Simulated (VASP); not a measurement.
# Mg2H3 (R-3c) in VASP: notebook

The runs below take Mg2H3 through single point, with PBE.

Everything below comes from runs of VASP 6.6.1. Logs are shortened: lines on timing, memory, paths and dates and some standing lists are left out, and cuts for length are marked.

**1. The cell of the first run**

The structure is trigonal, space group R-3c (No. 167). The conventional cell has a = 5.234 Å, b = 5.234 Å, c = 14.291 Å, α = 90.00°, β = 90.00°, γ = 120.00°. Mg (site symmetry 3) has 6 H at 2.04 to 2.17 Å within 2.7 Å. Within 2.7 Å of H (site symmetry 2) lie 4 Mg at 2.04 to 2.17 Å.

**2. Single point, PBE**

Input file INCAR:

```
PREC     = Accurate       # precision mode
ENCUT    = 520            # plane-wave cutoff, eV
EDIFF    = 1E-6           # SCF threshold, eV
ISMEAR   = 0              # smearing method
SIGMA    = 0.1            # smearing width, eV
LREAL    = F              # projectors in reciprocal space
LASPH    = T              # aspherical terms in the spheres
NELM     = 60             # most SCF steps
ALGO     = Normal         # electronic algorithm
ISIF     = 2              # what is computed and relaxed
LWAVE    = F              # write WAVECAR
LCHARG   = F              # write CHGCAR
GGA      = PE             # functional
NBANDS   = 18             # bands
```

Input file KPOINTS:

```
Automatic mesh
0
Gamma
  6 6 6
```

Input file POSCAR:

```
Mg2H3
1.0
    2.6172066524      1.5110449652      4.7637091348
   -2.6172066524      1.5110449652      4.7637091348
    0.0000000000     -3.0220899306      4.7637091348
Mg H
4 6
Direct
    0.8521800000      0.8521800000      0.8521800000
    0.6478200000      0.6478200000      0.6478200000
    0.1478200000      0.1478200000      0.1478200000
    0.3521800000      0.3521800000      0.3521800000
    0.0562500000      0.4437500000      0.7500000000
    0.7500000000      0.0562500000      0.4437500000
    0.4437500000      0.7500000000      0.0562500000
    0.9437500000      0.5562500000      0.2500000000
    0.2500000000      0.9437500000      0.5562500000
    0.5562500000      0.2500000000      0.9437500000
```

Potentials or basis: VASP PAW PBE potentials, release 64 (Mg, H).

Launch:

```console
cat potpaw_PBE.64/Mg/POTCAR potpaw_PBE.64/H/POTCAR > POTCAR
mpirun -np 1 vasp_std > vasp.out
```

OUTCAR:

```text
PREC = Accurate
   ENCUT = 520
   EDIFF = 1E-6
   ISMEAR = 0
   LREAL = F
   LASPH = T
   NELM = 60
   ISIF = 2
   GGA = PE

 ion  position               nearest neighbor table
   1  0.852  0.852  0.852-   9 2.04   8 2.04  10 2.04   7 2.17   5 2.17   6 2.17   2 2.92   3 3.07
                             3 3.07   3 3.07   2 3.54   2 3.54   2 3.54
   2  0.648  0.648  0.648-  10 2.04   8 2.04   9 2.04   6 2.17   5 2.17   7 2.17   1 2.92   4 3.07
                             4 3.07   4 3.07   1 3.54   1 3.54   1 3.54
   3  0.148  0.148  0.148-   6 2.04   5 2.04   7 2.04  10 2.17   8 2.17   9 2.17   4 2.92   1 3.07
                             1 3.07   1 3.07   4 3.54   4 3.54   4 3.54
   4  0.352  0.352  0.352-   7 2.04   5 2.04   6 2.04   9 2.17   8 2.17  10 2.17   3 2.92   2 3.07
                             2 3.07   2 3.07   3 3.54   3 3.54   3 3.54
   5  0.056  0.444  0.750-   3 2.04   4 2.04   1 2.17   2 2.17
   6  0.750  0.056  0.444-   3 2.04   4 2.04   2 2.17   1 2.17
   7  0.444  0.750  0.056-   4 2.04   3 2.04   1 2.17   2 2.17
   8  0.944  0.556  0.250-   1 2.04   2 2.04   3 2.17   4 2.17
   9  0.250  0.944  0.556-   1 2.04   2 2.04   4 2.17   3 2.17
  10  0.556  0.250  0.944-   2 2.04   1 2.04   3 2.17   4 2.17

  LATTYP: Found a trigonal (rhomboedric) cell.
 ALAT       =     5.6414494830
 COS(alpha) =     0.5695481095

  Lattice vectors:

 A1 = (   2.6172066524,   1.5110449652,   4.7637091348)
 A2 = (  -2.6172066524,   1.5110449652,   4.7637091348)
 A3 = (   0.0000000000,  -3.0220899306,   4.7637091348)

Analysis of symmetry for initial positions (statically):
=====================================================================
 Subroutine PRICEL returns:
 Original cell was already a primitive cell.

 Routine SETGRP: Setting up the symmetry group for a
 trigonal (rhombohedral) supercell.

 Subroutine GETGRP returns: Found 12 space group operations
 (whereof  6 operations were pure point group operations)
 out of a pool of 12 trial point group operations.

The static configuration has the point symmetry S_6 .
 The point group associated with its full space group is D_3d.

Analysis of symmetry for dynamics (positions and initial velocities):
=====================================================================
 Subroutine PRICEL returns:
 Original cell was already a primitive cell.

 Routine SETGRP: Setting up the symmetry group for a
 trigonal (rhombohedral) supercell.

 Subroutine GETGRP returns: Found 12 space group operations
 (whereof  6 operations were pure point group operations)
 out of a pool of 12 trial point group operations.

The dynamic configuration has the point symmetry S_6 .
 The point group associated with its full space group is D_3d.

 Subroutine INISYM returns: Found 12 space group operations
 (whereof  6 operations are pure point group operations),
 and found     1 'primitive' translations

----------------------------------------------------------------------------------------

                                     Primitive cell

  volume of cell :     113.0347

  direct lattice vectors                    reciprocal lattice vectors
     2.617206652  1.511044965  4.763709135     0.191043378  0.110298946  0.069973486
    -2.617206652  1.511044965  4.763709135    -0.191043378  0.110298946  0.069973486
     0.000000000 -3.022089931  4.763709135     0.000000000 -0.220597892  0.069973486

  length of vectors
     5.641449483  5.641449483  5.641449483     0.231429727  0.231429727  0.231429727

  position of ions in fractional coordinates (direct lattice)
     0.852180000  0.852180000  0.852180000
     0.647820000  0.647820000  0.647820000
     0.147820000  0.147820000  0.147820000
     0.352180000  0.352180000  0.352180000
     0.056250000  0.443750000  0.750000000
     0.750000000  0.056250000  0.443750000
     0.443750000  0.750000000  0.056250000
     0.943750000  0.556250000  0.250000000
     0.250000000  0.943750000  0.556250000
     0.556250000  0.250000000  0.943750000

  ion indices of the primitive-cell ions
   primitive index   ion index
                 1           1
                 2           2
                 3           3
                 4           4
                 5           5
                 6           6
                 7           7
                 8           8
                 9           9
                10          10

----------------------------------------------------------------------------------------

 KPOINTS: Automatic mesh

Automatic generation of k-mesh.
 Grid dimensions read from file:
 generate k-points for:    6    6    6

 Generating k-lattice:

  Cartesian coordinates                     Fractional coordinates (reciprocal lattice)
     0.031840563  0.018383158  0.011662248     0.166666667  0.000000000 -0.000000000
    -0.031840563  0.018383158  0.011662248     0.000000000  0.166666667 -0.000000000
     0.000000000 -0.036766315  0.011662248    -0.000000000 -0.000000000  0.166666667

  Length of vectors
     0.038571621  0.038571621  0.038571621

  Shift w.r.t. Gamma in fractional coordinates (k-lattice)
     0.000000000  0.000000000  0.000000000

 Subroutine IBZKPT returns following result:
 ===========================================

 Found     32 irreducible k-points:

 Following reciprocal coordinates:
            Coordinates               Weight
  0.000000  0.000000  0.000000      1.000000
  0.166667  0.000000  0.000000      6.000000
  0.333333 -0.000000  0.000000      6.000000
  0.500000  0.000000  0.000000      3.000000
  0.166667  0.166667  0.000000      6.000000
  0.333333  0.166667  0.000000     12.000000
[... 16 lines left out ...]
  0.500000  0.500000  0.166667      6.000000
 -0.333333  0.500000  0.166667     12.000000
 [... further k-points ...]
   k-points           NKPTS =     32   k-points in BZ     NKDIM =     32   number of bands    NBANDS=     18
   number of dos      NEDOS =    301   number of ions     NIONS =     10
   total plane-waves  NPLWV =  74088
   dimension x,y,z NGX =    42 NGY =   42 NGZ =   42
   dimension x,y,z NGXF=    84 NGYF=   84 NGZF=   84
   ions per type =               4   6
   NGX,Y,Z   is equivalent  to a cutoff of  12.38, 12.38, 12.38 a.u.
   NGXF,Y,Z  is equivalent  to a cutoff of  24.75, 24.75, 24.75 a.u.
 SYSTEM =  unknown system
   PREC   = accura    normal or accurate (medium, high low for compatibility)
   ISTART =      0    job   : 0-new  1-cont  2-samecut
   ICHARG =      2    charge: 1-file 2-atom 10-const
   ISPIN  =      1    spin polarized calculation?
   LNONCOLLINEAR =      F non collinear calculations
   LSORBIT =      F    spin-orbit coupling
   LASPH  =      T    aspherical Exc in radial PAW
   ENCUT  =  520.0 eV  38.22 Ry    6.18 a.u.  10.49 10.49 10.49*2*pi/ulx,y,z
   NELM   =     60;   NELMIN=  2; NELMDL= -5     # of ELM steps
   EDIFF  = 0.1E-05   stopping-criterion for ELM
   LREAL  =      F    real-space projection
   EDIFFG = 0.1E-04   stopping-criterion for IOM
   NSW    =      0    number of steps for IOM
   IBRION =     -1    ionic relax: 0-MD 1-quasi-New 2-CG
   NFREE  =      0    steps in history (QN), initial steepest desc. (CG)
   ISIF   =      2    stress and relaxation
   ISYM   =      2    0-nonsym 1-usesym 2-fastsym
   POTIM  = 0.5000    time-step for ionic-motion
   TEBEG  =    0.0;   TEEND  =   0.0 temperature during run
   PSTRESS=    0.0 pullay stress
   NELECT =      14.0000    total number of electrons
   NUPDOWN=      -1.0000    fix difference up-down
   EMIN   =  10.00;   EMAX   =-10.00  energy-range for DOS
   EFERMI =   0.00;   METHOD = LEGACY
   ISMEAR =     0;   SIGMA  =   0.10  broadening in eV -4-tet -1-fermi 0-gaus
   EFERMI_NEDOS =   21; number of points for ismear=-14 and -15
   IALGO  =     38    algorithm
   IMIX   =      4    mixing-type and parameters
     AMIX     =   0.40;   BMIX     =  1.00
     AMIX_MAG =   1.60;   BMIX_MAG =  1.00
  volume/ion in A,a.u.               =      11.30        76.28
  Fermi-wavevector in a.u.,A,eV,Ry     =   0.816044  1.542099  9.060497  0.665928
  Thomas-Fermi vector in A             =   1.926241
   LORBIT       =      0    0 simple, 1 ext, 2 COOP (PROOUT), +10 PAW based schemes
   GGA     = PE    functional components
   LHFCALC =     F    Hartree Fock is set to
   AEXX    =    0.0000 exact exchange contribution
   IVDW    =     0    specifies the selected vdW correction
   LEPSILON=     F    determine dielectric tensor
   LRPA    =     F    only Hartree local field effects (RPA)
 non-spin polarized calculation
 Gauss-broadening in eV      SIGMA  =   0.10
  energy-cutoff  :      520.00
  volume of cell :      113.03
 maximum number of plane-waves:      3066
 NGX is ok and might be reduce to    42
   NGX = 21   NGY = 21   NGZ = 21

 number of electron      14.0000002 magnetization

 Free energy of the ion-electron system (eV)
  ---------------------------------------------------
  ext. energy  EPLUGINS =         0.00000000
  ---------------------------------------------------
  free energy    TOTEN  =       -25.39004836 eV

  energy without entropy =      -25.36749411  energy(sigma->0) =      -25.37877124

 E-fermi :   3.3743     XC(G=0):  -8.5936

 val. band max:        3.3358477647   @ k =   0.1667   0.1667   0.0000
 cond. band min:       3.3775035023   @ k =  -0.1667   0.1667   0.0000
 fundamental gap:      0.0416557376
 Fermi energy:         3.3742547021

 k-point     1 :       0.0000    0.0000    0.0000
  band No.  band energies     occupation
      1      -6.7026      2.00000
      2      -2.5132      2.00000
      3      -1.7950      2.00000
      4      -1.7950      2.00000
      5      -1.2418      2.00000
      6      -1.2418      2.00000
[... 10 lines left out ...]
     17      11.4309      0.00000
     18      12.2854      0.00000

 k-point     2 :       0.1667    0.0000    0.0000
  band No.  band energies     occupation
      1      -6.5024      2.00000
      2      -2.6612      2.00000
      3      -2.2094      2.00000
      4      -1.9202      2.00000
      5      -1.4174      2.00000
      6      -1.2466      2.00000
[... 10 lines left out ...]
     17      10.5544      0.00000
     18      11.2527      0.00000
[... 442 lines left out ...]
 k-point    24 :      -0.3333    0.5000    0.1667
  band No.  band energies     occupation
      1      -4.5987      2.00000
      2      -3.9527      2.00000
      3      -3.8510      2.00000
      4      -3.2623      2.00000
      5      -1.7685      2.00000
      6      -1.2289      2.00000
[... 10 lines left out ...]
     17       9.4422      0.00000
     18      10.0620      0.00000

 [... further k-points ...]
[... 5 lines left out ...]
  --------------------------------------------------------------------------------------
  -------------------------------------------------------------------------------------
  Total       -0.6952483     -0.6952483     -0.0664315     -0.0000000      0.0000000      0.0000000
  in kB       -9.8545915     -9.8545915     -0.9416136     -0.0000000      0.0000000      0.0000000
  external PRESSURE =      -6.8835989 kB  Pullay stress =       0.0000000 kB

 VOLUME and BASIS-vectors are now :
 -----------------------------------------------------------------------------
  energy-cutoff  :      520.00
  volume of cell :      113.03
      direct lattice vectors                 reciprocal lattice vectors
     2.617206652  1.511044965  4.763709135     0.191043378  0.110298946  0.069973486
    -2.617206652  1.511044965  4.763709135    -0.191043378  0.110298946  0.069973486
     0.000000000 -3.022089931  4.763709135     0.000000000 -0.220597892  0.069973486

 POSITION                                       TOTAL-FORCE (eV/Angst)
 -----------------------------------------------------------------------------------
      0.00000     -0.00000     12.17861        -0.000000     -0.000000      0.300539
      0.00000     -0.00000      9.25808        -0.000000      0.000000     -0.300539
      0.00000     -0.00000      2.11251        -0.000000      0.000000     -0.300539
      0.00000     -0.00000      5.03305        -0.000000     -0.000000      0.300539
     -1.01417     -1.51104      5.95464        -0.183931     -0.000000     -0.000000
      1.81569     -0.12277      5.95464         0.091965     -0.159288     -0.000000
     -0.80152      1.63382      5.95464         0.091965      0.159288     -0.000000
      1.01417      1.51104      8.33649         0.183931      0.000000     -0.000000
     -1.81569      0.12277      8.33649        -0.091965      0.159288     -0.000000
      0.80152     -1.63382      8.33649        -0.091965     -0.159288     -0.000000
 -----------------------------------------------------------------------------------
    total drift:                               -0.000000      0.000000     -0.000000

  FREE ENERGIE OF THE ION-ELECTRON SYSTEM (eV)
  ---------------------------------------------------
  free  energy   TOTEN  =       -25.3900483646 eV

  energy  without entropy=      -25.3674941076  energy(sigma->0) =      -25.37877124
```

Wall time 61 s (1 thread of Intel Xeon Platinum 8259CL at 2.50GHz (Skylake/Cascade Lake), shared host); peak memory 0.27 GiB.

What came out:

```yaml
Free_energy: -25.3900 eV
Pressure: -0.7 GPa
Largest_force: 0.301 eV/Å
Band_gap_on_the_k_mesh: zero (band 7 reaches 3.90 eV, above the bottom of band 8 at 2.61 eV)
```

Forces on the atoms (eV/Å):
```
Mg   0.000  0.000  0.301
Mg   0.000  0.000 -0.301
Mg   0.000  0.000 -0.301
Mg   0.000  0.000  0.301
H   -0.184  0.000  0.000
H    0.092 -0.159  0.000
H    0.092  0.159  0.000
H    0.184  0.000  0.000
H   -0.092  0.159  0.000
H   -0.092 -0.159  0.000
```

Stress tensor (GPa, compression positive):
```
-0.99  0.00  0.00
 0.00 -0.99  0.00
 0.00  0.00 -0.09
```

Levels at points of the mesh, in eV from the Fermi level:
| k point | band 3 | band 4 | band 5 | band 6 | band 7 | band 8 | band 9 | band 10 | band 11 | band 12 |
| --- | --- | --- | --- | --- | --- | --- | --- | --- | --- | --- |
| (0.00, 0.00, 0.00) | -5.17 | -5.17 | -4.62 | -4.62 | -1.18 | 0.24 | 0.69 | 0.69 | 1.13 | 1.13 |
| (0.50, 0.00, 0.00) | -5.39 | -5.39 | -5.21 | -5.21 | -0.77 | -0.77 | 1.18 | 1.18 | 3.41 | 3.41 |
| (0.50, 0.50, 0.00) | -6.54 | -6.18 | -6.00 | -4.79 | -0.13 | 1.32 | 2.04 | 2.32 | 3.19 | 3.37 |
| (0.50, 0.50, 0.50) | -5.02 | -5.02 | -5.02 | -5.02 | 0.08 | 0.08 | 1.86 | 1.86 | 1.86 | 1.86 |

**3. Single point, PBE**

This run uses another cell than the first one, of 10.46 Å³/atom, 0.925 times its volume.

Input file INCAR:

```
ALGO     = Normal         # electronic algorithm
EDIFF    = 1E-6           # SCF threshold, eV
ENCUT    = 520            # plane-wave cutoff, eV
GGA      = PE             # functional
ISIF     = 2              # what is computed and relaxed
ISMEAR   = 0              # smearing method
LASPH    = T              # aspherical terms in the spheres
LCHARG   = F              # write CHGCAR
LREAL    = F              # projectors in reciprocal space
LWAVE    = F              # write WAVECAR
NBANDS   = 18             # bands
NELM     = 100            # most SCF steps
PREC     = Accurate       # precision mode
SIGMA    = 0.1            # smearing width, eV
```

Input file KPOINTS:

```
k-points
0
Gamma
  12 12 12
```

Input file POSCAR:

```
Mg2H3
1.0
    2.6898116330      1.5529634703      4.1738069928
   -2.6898116330      1.5529634703      4.1738069928
    0.0000000000     -3.1059269408      4.1738069927
Mg H
4 6
Direct
    0.8687964605      0.8687964605      0.8687964605
    0.6312035395      0.6312035395      0.6312035395
    0.1312035395      0.1312035395      0.1312035395
    0.3687964605      0.3687964605      0.3687964605
    0.0260009405      0.4739990595      0.7500000000
    0.7500000000      0.0260009405      0.4739990595
    0.4739990595      0.7500000000      0.0260009405
    0.9739990595      0.5260009405      0.2500000000
    0.2500000000      0.9739990595      0.5260009405
    0.5260009405      0.2500000000      0.9739990595
```

Potentials or basis: VASP PAW PBE potentials, release 64 (Mg, H).

Launch:

```console
cat potpaw_PBE.64/Mg/POTCAR potpaw_PBE.64/H/POTCAR > POTCAR
mpirun -np 1 vasp_std > vasp.out
```

Run time: 4.3 min. Hardware: 1 thread of Intel Xeon Platinum 8259CL at 2.50GHz (Skylake/Cascade Lake), shared host; peak memory 0.44 GiB.

Results (log left out):

```
Free energy            : -25.7316 eV
Pressure               : -0.3 GPa
Largest force          : 0.005 eV/Å
Band gap on the k mesh : zero (band 7 reaches 3.87 eV, above the bottom of band 8 at 2.78 eV)
```

Forces in eV/Å, atoms in the order of the input:
```
Mg   0.000  0.000 -0.005
Mg   0.000  0.000  0.005
Mg   0.000  0.000  0.005
Mg   0.000  0.000 -0.005
H    0.000  0.000  0.000
H    0.000  0.000  0.000
H    0.000  0.000  0.000
H    0.000  0.000  0.000
H    0.000  0.000  0.000
H    0.000  0.000  0.000
```

Levels at points of the mesh, in eV from the Fermi level:
```tsv
k point	band 3	band 4	band 5	band 6	band 7	band 8	band 9	band 10	band 11	band 12
(0.00, 0.00, 0.00)	-5.13	-4.81	-4.27	-4.27	0.39	0.67	0.85	0.93	0.93	1.42
(0.50, 0.00, 0.00)	-5.10	-5.10	-4.35	-4.35	-0.52	-0.52	1.65	1.65	3.25	3.25
(0.50, 0.50, 0.00)	-6.34	-6.26	-5.15	-4.42	-0.02	1.64	2.22	3.10	3.27	4.50
(0.50, 0.50, 0.50)	-4.96	-4.96	-4.96	-4.96	-0.69	-0.69	2.60	2.60	2.60	2.60
```
